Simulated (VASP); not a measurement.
# Mo (R-3m) in VASP: single point with PBEsol

Aim: the single point of Mo with PBEsol.

Everything below comes from runs of VASP 6.6.1. Logs are shortened: lines on timing, memory, paths and dates and some standing lists are left out, and cuts for length are marked.

### Step 1. The cell of the first run

Symmetry: R-3m, No. 166, trigonal system. The conventional cell has a = 6.502 Å, b = 6.502 Å, c = 16.632 Å, α = 90.00°, β = 90.00°, γ = 120.00°. Mo (site symmetry m) has 6 Mo at 2.21 to 2.39 Å within 2.9 Å. Within 3.1 Å of Mo (site symmetry m) lie 7 Mo at 2.36 to 2.66 Å.

### Step 2. Single point, PBEsol

Contents of INCAR:

```
ALGO = Fast
EDIFF = 1E-6
ENCUT = 520
GGA = PS
ISIF = 2
ISMEAR = 0
LASPH = T
LCHARG = F
LREAL = F
LWAVE = F
NBANDS = 96
NELM = 80
PREC = Accurate
SIGMA = 0.1
```

Contents of KPOINTS:

```
k-points
0
Gamma
  3 3 3
```

Contents of POSCAR:

```
Mo
1.0
    3.2508997160      1.8769078261      5.5440914038
   -3.2508997160      1.8769078261      5.5440914038
    0.0000000000     -3.7538156522      5.5440914038
Mo
12
Direct
    0.0101900000      0.6536100000      0.0101900000
    0.0101900000      0.0101900000      0.6536100000
    0.6536100000      0.0101900000      0.0101900000
    0.9898100000      0.3463900000      0.9898100000
    0.3463900000      0.9898100000      0.9898100000
    0.9898100000      0.9898100000      0.3463900000
    0.2211800000      0.6306000000      0.2211800000
    0.2211800000      0.2211800000      0.6306000000
    0.6306000000      0.2211800000      0.2211800000
    0.7788200000      0.3694000000      0.7788200000
    0.3694000000      0.7788200000      0.7788200000
    0.7788200000      0.7788200000      0.3694000000
```

Potentials or basis: VASP PAW PBE potentials, release 64 (Mo_sv).

On the command line:

```console
$ cat potpaw_PBE.64/Mo_sv/POTCAR > POTCAR
$ mpirun -np 1 vasp_std > vasp.out
```

OUTCAR:

```text
EDIFF = 1E-6
   ENCUT = 520
   GGA = PS
   ISIF = 2
   ISMEAR = 0
   LASPH = T
   LREAL = F
   NELM = 80
   PREC = Accurate

 ion  position               nearest neighbor table
   1  0.010  0.654  0.010-   4 2.21   2 2.32   3 2.32   7 2.38  11 2.39  12 2.39
   2  0.010  0.010  0.654-   6 2.21   3 2.32   1 2.32   8 2.38  10 2.39  11 2.39
   3  0.654  0.010  0.010-   5 2.21   2 2.32   1 2.32   9 2.38  10 2.39  12 2.39
   4  0.990  0.346  0.990-   1 2.21   6 2.32   5 2.32  10 2.38   9 2.39   8 2.39
   5  0.346  0.990  0.990-   3 2.21   6 2.32   4 2.32  11 2.38   7 2.39   8 2.39
   6  0.990  0.990  0.346-   2 2.21   4 2.32   5 2.32  12 2.38   9 2.39   7 2.39
   7  0.221  0.631  0.221-  11 2.36  12 2.36   1 2.38   5 2.39   6 2.39   8 2.66   9 2.66
   8  0.221  0.221  0.631-  10 2.36  11 2.36   2 2.38   4 2.39   5 2.39   7 2.66   9 2.66
   9  0.631  0.221  0.221-  10 2.36  12 2.36   3 2.38   4 2.39   6 2.39   8 2.66   7 2.66
  10  0.779  0.369  0.779-   9 2.36   8 2.36   4 2.38   3 2.39   2 2.39  12 2.66  11 2.66
  11  0.369  0.779  0.779-   7 2.36   8 2.36   5 2.38   1 2.39   2 2.39  12 2.66  10 2.66
  12  0.779  0.779  0.369-   7 2.36   9 2.36   6 2.38   3 2.39   1 2.39  10 2.66  11 2.66

  LATTYP: Found a trigonal (rhomboedric) cell.
 ALAT       =     6.6953776178
 COS(alpha) =     0.5284942553

  Lattice vectors:

 A1 = (   3.2508997160,   1.8769078261,   5.5440914038)
 A2 = (  -3.2508997160,   1.8769078261,   5.5440914038)
 A3 = (   0.0000000000,  -3.7538156522,   5.5440914038)

Analysis of symmetry for initial positions (statically):
=====================================================================
 Subroutine PRICEL returns:
 Original cell was already a primitive cell.

 Routine SETGRP: Setting up the symmetry group for a
 trigonal (rhombohedral) supercell.

 Subroutine GETGRP returns: Found 12 space group operations
 (whereof 12 operations were pure point group operations)
 out of a pool of 12 trial point group operations.

The static configuration has the point symmetry D_3d.

Analysis of symmetry for dynamics (positions and initial velocities):
=====================================================================
 Subroutine PRICEL returns:
 Original cell was already a primitive cell.

 Routine SETGRP: Setting up the symmetry group for a
 trigonal (rhombohedral) supercell.

 Subroutine GETGRP returns: Found 12 space group operations
 (whereof 12 operations were pure point group operations)
 out of a pool of 12 trial point group operations.

The dynamic configuration has the point symmetry D_3d.

 Subroutine INISYM returns: Found 12 space group operations
 (whereof 12 operations are pure point group operations),
 and found     1 'primitive' translations

----------------------------------------------------------------------------------------

                                     Primitive cell

  volume of cell :     202.9683

  direct lattice vectors                    reciprocal lattice vectors
     3.250899716  1.876907826  5.544091404     0.153803576  0.088798536  0.060124069
    -3.250899716  1.876907826  5.544091404    -0.153803576  0.088798536  0.060124069
     0.000000000 -3.753815652  5.544091404     0.000000000 -0.177597071  0.060124069

  length of vectors
     6.695377618  6.695377618  6.695377618     0.187498329  0.187498329  0.187498329

  position of ions in fractional coordinates (direct lattice)
     0.010190000  0.653610000  0.010190000
     0.010190000  0.010190000  0.653610000
     0.653610000  0.010190000  0.010190000
     0.989810000  0.346390000  0.989810000
     0.346390000  0.989810000  0.989810000
     0.989810000  0.989810000  0.346390000
     0.221180000  0.630600000  0.221180000
     0.221180000  0.221180000  0.630600000
     0.630600000  0.221180000  0.221180000
     0.778820000  0.369400000  0.778820000
     0.369400000  0.778820000  0.778820000
     0.778820000  0.778820000  0.369400000

  ion indices of the primitive-cell ions
   primitive index   ion index
                 1           1
                 2           2
                 3           3
                 4           4
                 5           5
                 6           6
                 7           7
                 8           8
                 9           9
                10          10
                11          11
                12          12

----------------------------------------------------------------------------------------

 KPOINTS: k-points

Automatic generation of k-mesh.
 Grid dimensions read from file:
 generate k-points for:    3    3    3

 Generating k-lattice:

  Cartesian coordinates                     Fractional coordinates (reciprocal lattice)
     0.051267859  0.029599512  0.020041356     0.333333333  0.000000000  0.000000000
    -0.051267859  0.029599512  0.020041356     0.000000000  0.333333333  0.000000000
     0.000000000 -0.059199024  0.020041356     0.000000000  0.000000000  0.333333333

  Length of vectors
     0.062499443  0.062499443  0.062499443

  Shift w.r.t. Gamma in fractional coordinates (k-lattice)
     0.000000000  0.000000000  0.000000000

 Subroutine IBZKPT returns following result:
 ===========================================

 Found      6 irreducible k-points:

 Following reciprocal coordinates:
            Coordinates               Weight
  0.000000  0.000000  0.000000      1.000000
  0.333333  0.000000  0.000000      6.000000
  0.333333  0.333333 -0.000000      6.000000
 -0.333333  0.333333  0.000000      6.000000
  0.333333  0.333333  0.333333      2.000000
 -0.333333  0.333333  0.333333      6.000000
   k-points           NKPTS =      6   k-points in BZ     NKDIM =      6   number of bands    NBANDS=     96
   number of dos      NEDOS =    301   number of ions     NIONS =     12
   total plane-waves  NPLWV = 125000
   dimension x,y,z NGX =    50 NGY =   50 NGZ =   50
   dimension x,y,z NGXF=   100 NGYF=  100 NGZF=  100
   ions per type =              12
   NGX,Y,Z   is equivalent  to a cutoff of  12.41, 12.41, 12.41 a.u.
   NGXF,Y,Z  is equivalent  to a cutoff of  24.83, 24.83, 24.83 a.u.
 SYSTEM =  unknown system
   PREC   = accura    normal or accurate (medium, high low for compatibility)
   ISTART =      0    job   : 0-new  1-cont  2-samecut
   ICHARG =      2    charge: 1-file 2-atom 10-const
   ISPIN  =      1    spin polarized calculation?
   LNONCOLLINEAR =      F non collinear calculations
   LSORBIT =      F    spin-orbit coupling
   LASPH  =      T    aspherical Exc in radial PAW
   ENCUT  =  520.0 eV  38.22 Ry    6.18 a.u.  12.45 12.45 12.45*2*pi/ulx,y,z
   NELM   =     80;   NELMIN=  2; NELMDL= -5     # of ELM steps
   EDIFF  = 0.1E-05   stopping-criterion for ELM
   LREAL  =      F    real-space projection
   EDIFFG = 0.1E-04   stopping-criterion for IOM
   NSW    =      0    number of steps for IOM
   IBRION =     -1    ionic relax: 0-MD 1-quasi-New 2-CG
   NFREE  =      0    steps in history (QN), initial steepest desc. (CG)
   ISIF   =      2    stress and relaxation
   ISYM   =      2    0-nonsym 1-usesym 2-fastsym
   POTIM  = 0.5000    time-step for ionic-motion
   TEBEG  =    0.0;   TEEND  =   0.0 temperature during run
   PSTRESS=    0.0 pullay stress
   NELECT =     168.0000    total number of electrons
   NUPDOWN=      -1.0000    fix difference up-down
   EMIN   =  10.00;   EMAX   =-10.00  energy-range for DOS
   EFERMI =   0.00;   METHOD = LEGACY
   ISMEAR =     0;   SIGMA  =   0.10  broadening in eV -4-tet -1-fermi 0-gaus
   EFERMI_NEDOS =   21; number of points for ismear=-14 and -15
   IALGO  =     68    algorithm
   IMIX   =      4    mixing-type and parameters
     AMIX     =   0.40;   BMIX     =  1.00
     AMIX_MAG =   1.60;   BMIX_MAG =  1.00
  volume/ion in A,a.u.               =      16.91       114.14
  Fermi-wavevector in a.u.,A,eV,Ry     =   1.537099  2.904696 32.146127  2.362674
  Thomas-Fermi vector in A             =   2.643655
   LORBIT       =      0    0 simple, 1 ext, 2 COOP (PROOUT), +10 PAW based schemes
   GGA     = PS    functional components
   LHFCALC =     F    Hartree Fock is set to
   AEXX    =    0.0000 exact exchange contribution
   IVDW    =     0    specifies the selected vdW correction
   LEPSILON=     F    determine dielectric tensor
   LRPA    =     F    only Hartree local field effects (RPA)
 non-spin polarized calculation
 RMM-DIIS sequential band-by-band and
 Gauss-broadening in eV      SIGMA  =   0.10
  energy-cutoff  :      520.00
  volume of cell :      202.97
 maximum number of plane-waves:      5471
 NGX is ok and might be reduce to    50
   NGX = 25   NGY = 25   NGZ = 25

 number of electron     168.0000016 magnetization

 Free energy of the ion-electron system (eV)
  ---------------------------------------------------
  ext. energy  EPLUGINS =         0.00000000
  ---------------------------------------------------
  free energy    TOTEN  =      -109.70437076 eV

  energy without entropy =     -109.58217542  energy(sigma->0) =     -109.64327309

 E-fermi :  10.8035     XC(G=0): -12.5148

 val. band max:       10.7934530561   @ k =   0.3333   0.0000   0.0000
 cond. band min:      10.8096624299   @ k =  -0.3333   0.3333   0.3333
 fundamental gap:      0.0162093738
 Fermi energy:        10.8035059871

 k-point     1 :       0.0000    0.0000    0.0000
  band No.  band energies     occupation
      1     -50.3759      2.00000
      2     -49.7591      2.00000
      3     -49.7591      2.00000
      4     -49.6847      2.00000
      5     -49.6317      2.00000
      6     -49.6317      2.00000
[... 88 lines left out ...]
     95      12.8276      0.00000
     96      13.2815      0.00000

 k-point     2 :       0.3333    0.0000    0.0000
  band No.  band energies     occupation
      1     -50.3115      2.00000
      2     -49.9444      2.00000
      3     -49.7773      2.00000
      4     -49.7614      2.00000
      5     -49.6316      2.00000
      6     -49.5849      2.00000
[... 88 lines left out ...]
     95      12.7530      0.00000
     96      13.2444      0.00000

 k-point     3 :       0.3333    0.3333   -0.0000
  band No.  band energies     occupation
      1     -50.2725      2.00000
      2     -49.9663      2.00000
      3     -49.8711      2.00000
      4     -49.8189      2.00000
      5     -49.6012      2.00000
      6     -49.4572      2.00000
[... 88 lines left out ...]
     95      12.4956      0.00000
     96      12.9150      0.00000

 k-point     4 :      -0.3333    0.3333    0.0000
  band No.  band energies     occupation
      1     -50.2405      2.00000
      2     -50.0084      2.00000
      3     -49.8936      2.00000
      4     -49.8032      2.00000
      5     -49.5916      2.00000
      6     -49.4928      2.00000
[... 88 lines left out ...]
     95      12.6271      0.00000
     96      12.9288      0.00000

 k-point     5 :       0.3333    0.3333    0.3333
  band No.  band energies     occupation
      1     -50.2696      2.00000
      2     -49.9896      2.00000
      3     -49.8694      2.00000
      4     -49.8694      2.00000
      5     -49.4480      2.00000
      6     -49.4480      2.00000
[... 88 lines left out ...]
     95      13.0313      0.00000
     96      13.0669      0.00000

 k-point     6 :      -0.3333    0.3333    0.3333
  band No.  band energies     occupation
      1     -50.2004      2.00000
      2     -50.0523      2.00000
      3     -49.9096      2.00000
      4     -49.8710      2.00000
      5     -49.4870      2.00000
      6     -49.4490      2.00000
[... 88 lines left out ...]
     95      12.8446      0.00000
     96      13.2001      0.00000

------------------------ aborting loop because EDIFF is reached ----------------------------------------

  FORCE on cell =-STRESS in cart. coord.  units (eV):
  Direction    XX          YY          ZZ          XY          YZ          ZX
  --------------------------------------------------------------------------------------
  -------------------------------------------------------------------------------------
  Total       72.2705303     72.2705303     99.3636913     -0.0000000      0.0000000      0.0000000
  in kB      570.4842696    570.4842696    784.3504489     -0.0000000      0.0000000      0.0000000
  external PRESSURE =     641.7729960 kB  Pullay stress =       0.0000000 kB

 VOLUME and BASIS-vectors are now :
 -----------------------------------------------------------------------------
  energy-cutoff  :      520.00
  volume of cell :      202.97
      direct lattice vectors                 reciprocal lattice vectors
     3.250899716  1.876907826  5.544091404     0.153803576  0.088798536  0.060124069
    -3.250899716  1.876907826  5.544091404    -0.153803576  0.088798536  0.060124069
     0.000000000 -3.753815652  5.544091404     0.000000000 -0.177597071  0.060124069

 POSITION                                       TOTAL-FORCE (eV/Angst)
 -----------------------------------------------------------------------------------
     -2.09169      1.20764      3.73666         2.853538     -1.647491     -1.967276
      0.00000     -2.41528      3.73666         0.000000      3.294982     -1.967276
      2.09169      1.20764      3.73666        -2.853538     -1.647491     -1.967276
      2.09169     -1.20764     12.89561        -2.853538      1.647491      1.967276
     -2.09169     -1.20764     12.89561         2.853538      1.647491      1.967276
      0.00000      2.41528     12.89561         0.000000     -3.294982      1.967276
     -1.33098      0.76844      5.94859         5.573583     -3.217910      0.933685
      0.00000     -1.53689      5.94859         0.000000      6.435819      0.933685
      1.33098      0.76844      5.94859        -5.573583     -3.217910      0.933685
      1.33098     -0.76844     10.68369        -5.573583      3.217910     -0.933685
     -1.33098     -0.76844     10.68369         5.573583      3.217910     -0.933685
      0.00000      1.53689     10.68369         0.000000     -6.435819     -0.933685
 -----------------------------------------------------------------------------------
    total drift:                               -0.000000     -0.000000      0.000000

  FREE ENERGIE OF THE ION-ELECTRON SYSTEM (eV)
  ---------------------------------------------------
  free  energy   TOTEN  =      -109.7043707597 eV

  energy  without entropy=     -109.5821754159  energy(sigma->0) =     -109.64327309
```

It took 6.6 min on 1 thread of AMD EPYC 7R43 (Zen 3), shared host; peak memory 0.34 GiB.

Results:

| Property | Result |
| --- | --- |
| Free energy | -109.7044 eV |
| Pressure | 64.2 GPa |
| Largest force | 6.503 eV/Å |
| Band gap on the k mesh | zero (bands 84 and 85 overlap by 0.08 eV) |

Forces in eV/Å, atoms in the order of the input:
```
Mo   2.854 -1.647 -1.967
Mo   0.000  3.295 -1.967
Mo  -2.854 -1.647 -1.967
Mo  -2.854  1.647  1.967
Mo   2.854  1.647  1.967
Mo   0.000 -3.295  1.967
Mo   5.574 -3.218  0.934
Mo   0.000  6.436  0.934
Mo  -5.574 -3.218  0.934
Mo  -5.574  3.218 -0.934
Mo   5.574  3.218 -0.934
Mo   0.000 -6.436 -0.934
```

Caveat: the k points lie up to 0.39 Å⁻¹ apart; the PAW data sets were made with another functional, which shifts forces and pressure a little.
